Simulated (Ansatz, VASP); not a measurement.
Two plane-wave programs on BaF2

File INCAR:

```
SYSTEM = BaF2
PREC = Accurate
ENCUT = 600
EDIFF = 1E-6
ISMEAR = 0
SIGMA = 0.02
LREAL = .FALSE.
LASPH = .TRUE.
NELM = 120
ALGO = Normal
ISIF = 2
LWAVE = .FALSE.
LCHARG = .FALSE.
GGA = PE
NBANDS = 19
GGA_COMPAT = .FALSE.
```

File KPOINTS:

```
Automatic mesh
0
G
  6 6 6
  0 0 0
```

File POSCAR:

```
BaF2
1.0
    0.0000000000      3.0915689231      3.0915689231
    3.0915689231      0.0000000000      3.0915689231
    3.0915689231      3.0915689231      0.0000000000
Ba F
1 2
Direct
    0.0000000000      0.0000000000      0.0000000000
    0.7500000000      0.7500000000      0.7500000000
    0.2500000000      0.2500000000      0.2500000000
```

Input for Ansatz:

```yaml
crystal:
  lattice:
    - [0.0, 3.0915689231, 3.0915689231]
    - [3.0915689231, 0.0, 3.0915689231]
    - [3.0915689231, 3.0915689231, 0.0]
  atoms:
    - { symbol: Ba, position: [0.0, 0.0, 0.0] }
    - { symbol: F, position: [0.75, 0.75, 0.75] }
    - { symbol: F, position: [0.25, 0.25, 0.25] }
basis:
  ecutwfc: 420
kpoints:
  mp_grid: { grid: [6, 6, 6] }
hamiltonian:
  xc: pbe
scf:
  occupations: { method: gaussian, width: 0.02 }
output:
  forces: true
  stress: true
  eigenvalues: true
```

Alike in both runs: task single point; functional PBE; k mesh 6 × 6 × 6; occupations gaussian, width 0.02 eV; no spin polarisation.

|  | VASP | Ansatz |
| --- | --- | --- |
| version | VASP 6.6.1 | Ansatz 0.2.0 |
| potentials or method | VASP PAW PBE potentials, release 64 (Ba_sv, F), cutoff 600 eV | scalar-relativistic, plane waves, PAW |
| valence electrons in the cell | 24 | 24 |

VASP gave:

```
gap on the k mesh at the Fermi level (eV) : 6.81
least direct gap on the mesh (eV)         : 6.88
pressure (GPa)                            : 2.8
```

**Question.** Which values does Ansatz return?

**Answer.** gap on the k mesh at the Fermi level (eV): 6.89; least direct gap on the mesh (eV): 6.97; pressure (GPa): 1.8.

The functional is the same, so the differences come from potentials, cutoffs and numerics.

Neither program's run includes spin-orbit coupling.
